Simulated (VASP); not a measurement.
# HoC (Pm-3m) in VASP: single point with PBEsol

Aim: the single point of HoC with PBEsol.

Program: VASP 6.6.1. These are calculated values, not measurements. Logs are shortened: lines on timing, memory, paths and dates and some standing lists are left out, and cuts for length are marked.

**1. The cell of the first run**

The structure is cubic, space group Pm-3m (No. 221). The conventional cell has a = 3.002 Å, b = 3.002 Å, c = 3.002 Å, α = 90.00°, β = 90.00°, γ = 90.00°. Ho (site symmetry m-3m) has 8 C at 2.60 Å and 6 Ho at 3.00 Å within 3.4 Å. C (site symmetry m-3m) has 8 Ho at 2.60 Å and 6 C at 3.00 Å within 3.4 Å.

**2. Single point, PBEsol, collinear spin, ferromagnetic start**

Input file INCAR:

```
SYSTEM = HoC
PREC = Accurate
ENCUT = 520
EDIFF = 1E-6
ISMEAR = 0
SIGMA = 0.05
LREAL = .False.
LASPH = .True.
NELM = 150
ALGO = Normal
ISIF = 2
LWAVE = .False.
LCHARG = .False.
ISPIN = 2
MAGMOM = 3.96 0
LORBIT = 11
LMAXMIX = 6
GGA = PS
NBANDS = 24
```

Input file KPOINTS:

```
regular mesh
0
Gamma
  10 10 10
  0 0 0
```

Input file POSCAR:

```
HoC
1.0
    3.0023021883      0.0000000000      0.0000000000
    0.0000000000      3.0023021883      0.0000000000
    0.0000000000      0.0000000000      3.0023021883
Ho C
1 1
Direct
    0.0000000000      0.0000000000      0.0000000000
    0.5000000000      0.5000000000      0.5000000000
```

Potentials or basis: VASP PAW PBE potentials, release 64 (Ho, C).

The run is started by

```sh
$ cat potpaw_PBE.64/Ho/POTCAR potpaw_PBE.64/C/POTCAR > POTCAR
$ mpirun -np 1 vasp_std > vasp.out
```

OUTCAR:

```text
SYSTEM = HoC
   PREC = Accurate
   ENCUT = 520
   EDIFF = 1E-6
   ISMEAR = 0
   LREAL = .False.
   LASPH = .True.
   NELM = 150
   ISIF = 2
   ISPIN = 2
   LORBIT = 11
   GGA = PS

 ion  position               nearest neighbor table
   1  0.000  0.000  0.000-   2 2.60   2 2.60   2 2.60   2 2.60   2 2.60   2 2.60   2 2.60   2 2.60

   2  0.500  0.500  0.500-   1 2.60   1 2.60   1 2.60   1 2.60   1 2.60   1 2.60   1 2.60   1 2.60

  LATTYP: Found a simple cubic cell.
 ALAT       =     3.0023021883

  Lattice vectors:

 A1 = (   3.0023021883,   0.0000000000,   0.0000000000)
 A2 = (   0.0000000000,   3.0023021883,   0.0000000000)
 A3 = (   0.0000000000,   0.0000000000,   3.0023021883)

Analysis of symmetry for initial positions (statically):
=====================================================================
 Subroutine PRICEL returns:
 Original cell was already a primitive cell.

 Routine SETGRP: Setting up the symmetry group for a
 simple cubic supercell.

 Subroutine GETGRP returns: Found 48 space group operations
 (whereof 48 operations were pure point group operations)
 out of a pool of 48 trial point group operations.

The static configuration has the point symmetry O_h .

Analysis of symmetry for dynamics (positions and initial velocities):
=====================================================================
 Subroutine PRICEL returns:
 Original cell was already a primitive cell.

 Routine SETGRP: Setting up the symmetry group for a
 simple cubic supercell.

 Subroutine GETGRP returns: Found 48 space group operations
 (whereof 48 operations were pure point group operations)
 out of a pool of 48 trial point group operations.

The dynamic configuration has the point symmetry O_h .

Analysis of structural, dynamic, and magnetic symmetry:
=====================================================================
 Subroutine PRICEL returns:
 Original cell was already a primitive cell.

 Routine SETGRP: Setting up the symmetry group for a
 simple cubic supercell.

 Subroutine GETGRP returns: Found 48 space group operations
 (whereof 48 operations were pure point group operations)
 out of a pool of 48 trial point group operations.

The overall configuration has the point symmetry O_h .

 Subroutine INISYM returns: Found 48 space group operations
 (whereof 48 operations are pure point group operations),
 and found     1 'primitive' translations

----------------------------------------------------------------------------------------

                                     Primitive cell

  volume of cell :      27.0622

  direct lattice vectors                    reciprocal lattice vectors
     3.002302188  0.000000000  0.000000000     0.333077731  0.000000000  0.000000000
     0.000000000  3.002302188  0.000000000     0.000000000  0.333077731  0.000000000
     0.000000000  0.000000000  3.002302188     0.000000000  0.000000000  0.333077731

  length of vectors
     3.002302188  3.002302188  3.002302188     0.333077731  0.333077731  0.333077731

  position of ions in fractional coordinates (direct lattice)
     0.000000000  0.000000000  0.000000000
     0.500000000  0.500000000  0.500000000

  ion indices of the primitive-cell ions
   primitive index   ion index
                 1           1
                 2           2

----------------------------------------------------------------------------------------

 KPOINTS: regular mesh

Automatic generation of k-mesh.
 Grid dimensions read from file:
 generate k-points for:   10   10   10

 Generating k-lattice:

  Cartesian coordinates                     Fractional coordinates (reciprocal lattice)
     0.033307773  0.000000000  0.000000000     0.100000000  0.000000000  0.000000000
     0.000000000  0.033307773  0.000000000     0.000000000  0.100000000  0.000000000
     0.000000000  0.000000000  0.033307773     0.000000000  0.000000000  0.100000000

  Length of vectors
     0.033307773  0.033307773  0.033307773

  Shift w.r.t. Gamma in fractional coordinates (k-lattice)
     0.000000000  0.000000000  0.000000000

 Subroutine IBZKPT returns following result:
 ===========================================

 Found     56 irreducible k-points:

 Following reciprocal coordinates:
            Coordinates               Weight
  0.000000  0.000000  0.000000      1.000000
  0.100000  0.000000  0.000000      6.000000
  0.200000  0.000000  0.000000      6.000000
  0.300000  0.000000  0.000000      6.000000
  0.400000  0.000000  0.000000      6.000000
  0.500000  0.000000  0.000000      3.000000
[... 16 lines left out ...]
  0.200000  0.100000  0.100000     24.000000
  0.300000  0.100000  0.100000     24.000000
 [... further k-points ...]
   k-points           NKPTS =     56   k-points in BZ     NKDIM =     56   number of bands    NBANDS=     24
   number of dos      NEDOS =    301   number of ions     NIONS =      2
   total plane-waves  NPLWV =  13824
   dimension x,y,z NGX =    24 NGY =   24 NGZ =   24
   dimension x,y,z NGXF=    48 NGYF=   48 NGZF=   48
   ions per type =               1   1
   NGX,Y,Z   is equivalent  to a cutoff of  13.29, 13.29, 13.29 a.u.
   NGXF,Y,Z  is equivalent  to a cutoff of  26.58, 26.58, 26.58 a.u.
 SYSTEM =  HoC
   PREC   = accura    normal or accurate (medium, high low for compatibility)
   ISTART =      0    job   : 0-new  1-cont  2-samecut
   ICHARG =      2    charge: 1-file 2-atom 10-const
   ISPIN  =      2    spin polarized calculation?
   LNONCOLLINEAR =      F non collinear calculations
   LSORBIT =      F    spin-orbit coupling
   LASPH  =      T    aspherical Exc in radial PAW
   ENCUT  =  520.0 eV  38.22 Ry    6.18 a.u.   5.58  5.58  5.58*2*pi/ulx,y,z
   NELM   =    150;   NELMIN=  2; NELMDL= -5     # of ELM steps
   EDIFF  = 0.1E-05   stopping-criterion for ELM
   LREAL  =      F    real-space projection
   EDIFFG = 0.1E-04   stopping-criterion for IOM
   NSW    =      0    number of steps for IOM
   IBRION =     -1    ionic relax: 0-MD 1-quasi-New 2-CG
   NFREE  =      0    steps in history (QN), initial steepest desc. (CG)
   ISIF   =      2    stress and relaxation
   ISYM   =      2    0-nonsym 1-usesym 2-fastsym
   POTIM  = 0.5000    time-step for ionic-motion
   TEBEG  =    0.0;   TEEND  =   0.0 temperature during run
   PSTRESS=    0.0 pullay stress
   NELECT =      25.0000    total number of electrons
   NUPDOWN=      -1.0000    fix difference up-down
   EMIN   =  10.00;   EMAX   =-10.00  energy-range for DOS
   EFERMI =   0.00;   METHOD = LEGACY
   ISMEAR =     0;   SIGMA  =   0.05  broadening in eV -4-tet -1-fermi 0-gaus
   EFERMI_NEDOS =   21; number of points for ismear=-14 and -15
   IALGO  =     38    algorithm
   IMIX   =      4    mixing-type and parameters
     AMIX     =   0.40;   BMIX     =  1.00
     AMIX_MAG =   1.60;   BMIX_MAG =  1.00
  volume/ion in A,a.u.               =      13.53        91.31
  Fermi-wavevector in a.u.,A,eV,Ry     =   1.594412  3.013001 34.588026  2.542148
  Thomas-Fermi vector in A             =   2.692490
   LORBIT       =     11    0 simple, 1 ext, 2 COOP (PROOUT), +10 PAW based schemes
   GGA     = PS    functional components
   LHFCALC =     F    Hartree Fock is set to
   AEXX    =    0.0000 exact exchange contribution
   IVDW    =     0    specifies the selected vdW correction
   LEPSILON=     F    determine dielectric tensor
   LRPA    =     F    only Hartree local field effects (RPA)
 spin polarized calculation
 Gauss-broadening in eV      SIGMA  =   0.05
  energy-cutoff  :      520.00
  volume of cell :       27.06
 maximum number of plane-waves:       740
 NGX is ok and might be reduce to    24
   NGX = 11   NGY = 11   NGZ = 11

 number of electron      25.0000004 magnetization       3.5250359

 Free energy of the ion-electron system (eV)
  ---------------------------------------------------
  ext. energy  EPLUGINS =         0.00000000
  ---------------------------------------------------
  free energy    TOTEN  =       -15.47580711 eV

  energy without entropy =      -15.46973203  energy(sigma->0) =      -15.47276957

 E-fermi :   4.5615     XC(G=0): -12.6740

 val. band max:        4.5576232951   @ k =   0.5000   0.2000   0.1000
 cond. band min:       4.5731885570   @ k =   0.3000   0.1000   0.0000
 fundamental gap:      0.0155652620
 Fermi energy:         4.5614774263

 spin component 1

 k-point     1 :       0.0000    0.0000    0.0000
  band No.  band energies     occupation
      1     -43.2117      1.00000
      2     -17.4767      1.00000
      3     -17.4767      1.00000
      4     -17.4767      1.00000
      5      -6.7834      1.00000
      6       1.4068      1.00000
[... 16 lines left out ...]
     23      22.1724      0.00000
     24      25.7821      0.00000
[... 598 lines left out ...]
      2     -18.5341      1.00000
      3     -17.5277      1.00000
      4     -17.4932      1.00000
      5      -5.0092      1.00000
      6       1.2276      1.00000
[... 16 lines left out ...]
     23      22.1609      0.00000
     24      22.7715      0.00000

 [... further k-points ...]

 spin component 2

 k-point     1 :       0.0000    0.0000    0.0000
  band No.  band energies     occupation
      1     -41.6658      1.00000
      2     -16.3529      1.00000
      3     -16.3529      1.00000
      4     -16.3529      1.00000
      5      -6.7827      1.00000
      6       4.0687      1.00000
[... 16 lines left out ...]
     23      22.2951      0.00000
     24      26.1058      0.00000
[... 598 lines left out ...]
      2     -17.5330      1.00000
      3     -16.4119      1.00000
      4     -16.3697      1.00000
      5      -4.9572      1.00000
      6       1.5694      1.00000
[... 16 lines left out ...]
     23      22.4645      0.00000
     24      23.0140      0.00000

 [... further k-points ...]

------------------------ aborting loop because EDIFF is reached ----------------------------------------

  FORCE on cell =-STRESS in cart. coord.  units (eV):
  Direction    XX          YY          ZZ          XY          YZ          ZX
  --------------------------------------------------------------------------------------
  -------------------------------------------------------------------------------------
  Total       -0.0564319     -0.0564319     -0.0564319     -0.0000000     -0.0000000      0.0000000
  in kB       -3.3409655     -3.3409655     -3.3409655     -0.0000000     -0.0000000      0.0000000
  external PRESSURE =      -3.3409655 kB  Pullay stress =       0.0000000 kB

 VOLUME and BASIS-vectors are now :
 -----------------------------------------------------------------------------
  energy-cutoff  :      520.00
  volume of cell :       27.06
      direct lattice vectors                 reciprocal lattice vectors
     3.002302188  0.000000000  0.000000000     0.333077731  0.000000000  0.000000000
     0.000000000  3.002302188  0.000000000     0.000000000  0.333077731  0.000000000
     0.000000000  0.000000000  3.002302188     0.000000000  0.000000000  0.333077731

 POSITION                                       TOTAL-FORCE (eV/Angst)
 -----------------------------------------------------------------------------------
      0.00000      0.00000      0.00000         0.000000      0.000000      0.000000
      1.50115      1.50115      1.50115         0.000000      0.000000      0.000000
 -----------------------------------------------------------------------------------
    total drift:                                0.000000      0.000000      0.000000

  FREE ENERGIE OF THE ION-ELECTRON SYSTEM (eV)
  ---------------------------------------------------
  free  energy   TOTEN  =       -15.4758071103 eV

  energy  without entropy=      -15.4697320273  energy(sigma->0) =      -15.47276957

 total charge

# of ion       s       p       d       f       tot
--------------------------------------------------
    1        2.086   5.766   0.611  10.203  18.665
    2        0.902   1.316   0.000   0.000   2.218
--------------------------------------------------
tot          2.987   7.082   0.611  10.203  20.883

 magnetization (x)

# of ion       s       p       d       f       tot
--------------------------------------------------
    1        0.003  -0.025   0.020   3.561   3.559
    2        0.002  -0.043   0.000   0.000  -0.041
--------------------------------------------------
tot          0.005  -0.068   0.020   3.561   3.517
```

It took 3.8 min on 1 thread of Intel Xeon 8259CL, shared host; peak memory 0.2 GiB.

What came out:

| Item | Value |
| --- | --- |
| Free energy | -15.4758 eV |
| Pressure | -0.3 GPa |
| Net moment | 3.53 μB per cell |
| Site moments | Ho +3.56; C -0.04 μB |
| Valence electrons inside the program's atomic spheres | Ho 18.66; C 2.22 |

Levels at points of the mesh, in eV from the Fermi level:
Spin up:
```
           k point  band 12  band 13  band 14  band 15  band 16  band 17
(0.00, 0.00, 0.00)    -2.41    -0.23    -0.23     1.56     1.56     1.56
(0.50, 0.00, 0.00)    -2.20    -2.20    -0.36    -0.36     1.10     8.06
(0.50, 0.50, 0.00)    -2.13    -1.19    -1.19     0.93     2.10     4.82
(0.50, 0.50, 0.50)    -2.34    -2.34    -2.34    -2.20    10.18    10.18
```
Spin down:
| k point | band 9 | band 10 | band 11 | band 12 | band 13 | band 14 |
| --- | --- | --- | --- | --- | --- | --- |
| (0.00, 0.00, 0.00) | -0.29 | -0.03 | -0.03 | 0.47 | 0.47 | 0.47 |
| (0.50, 0.00, 0.00) | -0.34 | -0.20 | 0.02 | 0.02 | 0.22 | 0.61 |
| (0.50, 0.50, 0.00) | -0.09 | -0.09 | 0.14 | 0.73 | 0.82 | 0.82 |
| (0.50, 0.50, 0.50) | -0.12 | -0.12 | -0.12 | -0.09 | 0.69 | 0.69 |

Caveat: the magnetic or orbital state may not be the lowest; the PAW data sets were made with another functional, which shifts forces and pressure a little; spin-orbit coupling is left out, which moves the levels of the heavy elements; semilocal functionals describe open f shells poorly, which spoils levels, moments and volumes.
